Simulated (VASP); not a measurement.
# KTe2Cl (P6/mmm) in VASP: further runs, part 2 of 2

VASP 6.6.1. The steps go on from the part before.

### Step 3. Single point, PBE

This run uses another cell than the first one, of 41.54 Å³/atom, 1.227 times its volume.

Input file INCAR:

```
ALGO = Normal
EDIFF = 1E-6
ENCUT = 520
GGA = PE
ISIF = 2
ISMEAR = 0
LASPH = T
LCHARG = F
LREAL = F
LWAVE = F
NBANDS = 22
NELM = 80
PREC = Accurate
SIGMA = 0.1
```

Input file KPOINTS:

```
k-points
0
Gamma
  6 6 4
```

Input file POSCAR:

```
KTe2Cl
1.0
    5.7754370576      0.0000000030      0.0000000000
   -2.8877185314      5.0016752083      0.0000000000
    0.0000000000      0.0000000000      5.7516828810
K Te Cl
1 2 1
Direct
    0.0000000000      0.0000000000      0.5000000000
    0.3333333333      0.6666666667      0.5000000000
    0.6666666667      0.3333333333      0.5000000000
    0.0000000000      0.0000000000      0.0000000000
```

Potentials or basis: VASP PAW PBE potentials, release 64 (K_sv, Te, Cl).

Run with:

```sh
> cat potpaw_PBE.64/K_sv/POTCAR potpaw_PBE.64/Te/POTCAR potpaw_PBE.64/Cl/POTCAR > POTCAR
> mpirun -np 1 vasp_std > vasp.out
```

OUTCAR:

```text
EDIFF = 1E-6
   ENCUT = 520
   GGA = PE
   ISIF = 2
   ISMEAR = 0
   LASPH = T
   LREAL = F
   NELM = 80
   PREC = Accurate

 ion  position               nearest neighbor table
   1  0.000  0.000  0.500-   4 2.88   4 2.88   2 3.33   3 3.33   2 3.33   3 3.33   3 3.33   2 3.33

   2  0.333  0.667  0.500-   3 3.33   3 3.33   1 3.33   1 3.33   1 3.33   3 3.33
   3  0.667  0.333  0.500-   2 3.33   2 3.33   1 3.33   1 3.33   1 3.33   2 3.33
[... 720 lines left out ...]

  FORCE on cell =-STRESS in cart. coord.  units (eV):
  Direction    XX          YY          ZZ          XY          YZ          ZX
  --------------------------------------------------------------------------------------
  -------------------------------------------------------------------------------------
  Total       -0.0244550     -0.0244550      0.1493720      0.0000000      0.0000000      0.0000000
  in kB       -0.2358211     -0.2358211      1.4404045      0.0000000      0.0000000      0.0000000
  external PRESSURE =       0.3229207 kB  Pullay stress =       0.0000000 kB

 VOLUME and BASIS-vectors are now :
 -----------------------------------------------------------------------------
  energy-cutoff  :      520.00
  volume of cell :      166.15
      direct lattice vectors                 reciprocal lattice vectors
     5.775437058  0.000000003  0.000000000     0.173147069  0.099966507  0.000000000
    -2.887718531  5.001675208  0.000000000    -0.000000000  0.199933014  0.000000000
     0.000000000  0.000000000  5.751682881     0.000000000  0.000000000  0.173862158

 POSITION                                       TOTAL-FORCE (eV/Angst)
 -----------------------------------------------------------------------------------
      0.00000      0.00000      2.87584         0.000000     -0.000000      0.000000
     -0.00000      3.33445      2.87584         0.000000      0.000000     -0.000000
      2.88772      1.66723      2.87584        -0.000000     -0.000000      0.000000
      0.00000      0.00000      0.00000         0.000000     -0.000000      0.000000
 -----------------------------------------------------------------------------------
    total drift:                                0.000000     -0.000000     -0.000000

  FREE ENERGIE OF THE ION-ELECTRON SYSTEM (eV)
  ---------------------------------------------------
  free  energy   TOTEN  =        -9.6811590265 eV

  energy  without entropy=       -9.6443248364  energy(sigma->0) =       -9.66274193
```

stdout:

```text
POSCAR found type information on POSCAR K TeCl
 POSCAR found :  3 types and       4 ions
 scaLAPACK will be used
 LDA part: xc-table for (Slater+PW92), standard interpolation
 POSCAR, INCAR and KPOINTS ok, starting setup
 FFT: planning ... GRIDC
 FFT: planning ... GRID_SOFT
 FFT: planning ... GRID
 WAVECAR not read
 entering main loop
```

Run time: 76 s. Hardware: 1 thread of Intel Xeon Platinum 8488C (Sapphire Rapids), shared host; peak memory 0.35 GiB.

What came out:

- Free energy: -9.6812 eV
- Pressure: 0.0 GPa
- Band gap on the k mesh: zero (band 14 reaches 0.87 eV, above the bottom of band 15 at -0.07 eV)

Stress tensor (GPa, compression positive):
```
-0.02  0.00  0.00
 0.00 -0.02  0.00
 0.00  0.00  0.14
```

Caveat: spin-orbit coupling is left out, which moves the levels of the heavy elements.

### Step 4. Relaxation of cell and atoms, PBE

Input file INCAR:

```
SYSTEM = KTe2Cl
  PREC = Accurate
  ENCUT = 600
  EDIFF = 1E-6
  ISMEAR = 0
  SIGMA = 0.1
  LREAL = .FALSE.
  LASPH = .TRUE.
  NELM = 80
  ALGO = Normal
  ISIF = 3
  LWAVE = .FALSE.
  LCHARG = .FALSE.
  GGA = PE
  IBRION = 2
  NSW = 90
  EDIFFG = -0.04
```

Input file KPOINTS:

```
Automatic mesh
0
G
  6 6 4
  0 0 0
```

Input file POSCAR:

```
KTe2Cl
1.0
    5.5432075300      0.0000000000      0.0000000000
   -2.7716037700      4.8005585400      0.0000000000
    0.0000000000      0.0000000000      5.0880565600
K Te Cl
1 2 1
Direct
    0.0000000000      0.0000000000      0.5000000000
    0.3333333300      0.6666666700      0.5000000000
    0.6666666700      0.3333333300      0.5000000000
    0.0000000000      0.0000000000      0.0000000000
```

Run with:

```sh
> cat potpaw_PBE.64/K_sv/POTCAR potpaw_PBE.64/Te/POTCAR potpaw_PBE.64/Cl/POTCAR > POTCAR
> mpirun -np 1 vasp_std > vasp.out
```

It took 3.4 min on 1 thread of Intel Xeon Platinum 8488C (Sapphire Rapids), shared host; peak memory 0.35 GiB.

Results (log left out):

| Property | Result |
| --- | --- |
| Free energy | -9.6790 eV |
| Relaxed volume | 41.73 Å³/atom |
| Relaxed cell | a = 5.778 Å, b = 5.778 Å, c = 5.774 Å, α = 90.00°, β = 90.00°, γ = 120.00° |
| Space group after relaxing (to 0.05 Å) | P6/mmm (No. 191) |
| Energy gained by relaxing | 143.8 meV/atom |
| Ionic steps | 5 |
| Pressure after relaxing | 0.0 GPa |
| Band gap on the k mesh | zero (band 14 reaches 0.84 eV, above the bottom of band 15 at -0.10 eV) |

Step by step:
```csv
step,energy change (eV),largest force (eV/Å),pressure (GPa),volume (Å³)
1,0.0000,0.0000,5.63,135.40
2,-0.5569,0.0000,0.71,159.81
3,-0.5726,0.0000,0.25,164.01
4,-0.5640,0.0000,-0.49,172.59
5,-0.5751,0.0000,-0.03,166.92
```

Final structure:
```
K Te Cl
1.0
     5.77760    0.00000    0.00000
    -2.88880    5.00355    0.00000
     0.00000    0.00000    5.77410
K Te Cl
1 2 1
Direct
  0.00000 0.00000 0.50000
  0.33333 0.66667 0.50000
  0.66667 0.33333 0.50000
  0.00000 0.00000 0.00000
```

Levels at points of the mesh, in eV from the Fermi level:
| k point | band 11 | band 12 | band 13 | band 14 | band 15 | band 16 | band 17 | band 18 |
| --- | --- | --- | --- | --- | --- | --- | --- | --- |
| (0.00, 0.00, 0.00) | -0.67 | -0.67 | -0.38 | 0.56 | 0.64 | 0.64 | 5.01 | 6.69 |
| (0.50, 0.00, 0.00) | -0.79 | -0.67 | -0.50 | -0.14 | 0.44 | 1.05 | 5.75 | 5.77 |
| (0.00, 0.00, 0.50) | -1.25 | -0.62 | -0.62 | 0.42 | 0.46 | 0.46 | 6.69 | 6.69 |
| (0.50, 0.00, 0.50) | -1.04 | -0.66 | -0.44 | -0.06 | 0.41 | 1.07 | 5.89 | 6.22 |

Caveat: the volume moved by over 15 % at a fixed basis, so the end points are rough; spin-orbit coupling is left out, which moves the levels of the heavy elements.

### Step 5. Single point, PBE

This run uses another cell than the first one, of 41.45 Å³/atom, 1.225 times its volume.

Input file INCAR:

```
ALGO = Normal ; EDIFF = 1E-7
ENCUT = 520 ; GGA = PE
ISIF = 2 ; ISMEAR = 0
LASPH = T ; LCHARG = F
LREAL = F ; LWAVE = F
NBANDS = 22 ; NELM = 80
PREC = Accurate ; SIGMA = 0.1
```

Input file KPOINTS:

```
k-points
0
Gamma
  12 12 8
```

Input file POSCAR:

```
KTe2Cl
1.0
    5.7672310218      0.0000000000      0.0000000000
   -2.8836155109      4.9945685744      0.0000000000
    0.0000000000      0.0000000000      5.7558917828
K Te Cl
1 2 1
Direct
    0.0000000000      0.0000000000      0.5000000000
    0.3333333333      0.6666666667      0.5000000000
    0.6666666667      0.3333333333      0.5000000000
    0.0000000000      0.0000000000      0.0000000000
```

Run with:

```sh
> cat potpaw_PBE.64/K_sv/POTCAR potpaw_PBE.64/Te/POTCAR potpaw_PBE.64/Cl/POTCAR > POTCAR
> mpirun -np 1 vasp_std > vasp.out
```

Wall time 5.5 min (1 thread of Intel Xeon Platinum 8488C (Sapphire Rapids), shared host); peak memory 0.55 GiB.

The run converged. Its results:

```yaml
Free_energy: -9.6860 eV
Pressure: 0.0 GPa
Band_gap_on_the_k_mesh: zero (band 14 reaches 0.89 eV, above the bottom of band 15 at -0.06 eV)
```

Stress tensor (GPa, compression positive):
```
-0.05  0.00  0.00
 0.00 -0.05  0.00
 0.00  0.00  0.08
```

Levels at points of the mesh, in eV from the Fermi level:
| k point | band 12 | band 13 | band 14 | band 15 | band 16 | band 17 |
| --- | --- | --- | --- | --- | --- | --- |
| (0.00, 0.00, 0.00) | -0.69 | -0.39 | 0.56 | 0.62 | 0.62 | 5.01 |
| (0.50, 0.00, 0.00) | -0.69 | -0.51 | -0.15 | 0.41 | 1.02 | 5.72 |
| (0.00, 0.00, 0.50) | -0.63 | -0.63 | 0.42 | 0.43 | 0.43 | 6.67 |
| (0.50, 0.00, 0.50) | -0.67 | -0.46 | -0.07 | 0.38 | 1.04 | 5.86 |

Caveat: spin-orbit coupling is left out, which moves the levels of the heavy elements.

### Step 6. The runs side by side

| task | cell | k mesh | cutoff (eV) | gap on the mesh (eV) | pressure (GPa) |
| --- | --- | --- | --- | --- | --- |
| single point | a = 5.543, b = 5.543, c = 5.088 Å, angles 90.0, 90.0, 120.0°, 4 atoms | 6 × 6 × 4 | 520 | none | 5.6 |
| single point | a = 5.775, b = 5.775, c = 5.752 Å, angles 90.0, 90.0, 120.0°, 4 atoms | 6 × 6 × 4 | 520 | none | 0.0 |
| relaxation of cell and atoms | relaxed from a = 5.543, b = 5.543, c = 5.088 Å, angles 90.0, 90.0, 120.0°, 4 atoms | 6 × 6 × 4 | 600 | none | 0.0 |
| single point | a = 5.767, b = 5.767, c = 5.756 Å, angles 90.0, 90.0, 120.0°, 4 atoms | 12 × 12 × 8 | 520 | none | 0.0 |

Alike in all rows: level PBE; potentials or basis VASP PAW PBE potentials, release 64 (K_sv, Te, Cl); no spin polarisation; smearing gaussian 0.1 eV.

Caveats: spin-orbit coupling is left out, which moves the levels of the heavy elements; the volume moved by over 15 % at a fixed basis, so the end points are rough (some runs).

Total energies depend on the potentials used, so only differences within one code and one set of settings carry meaning.
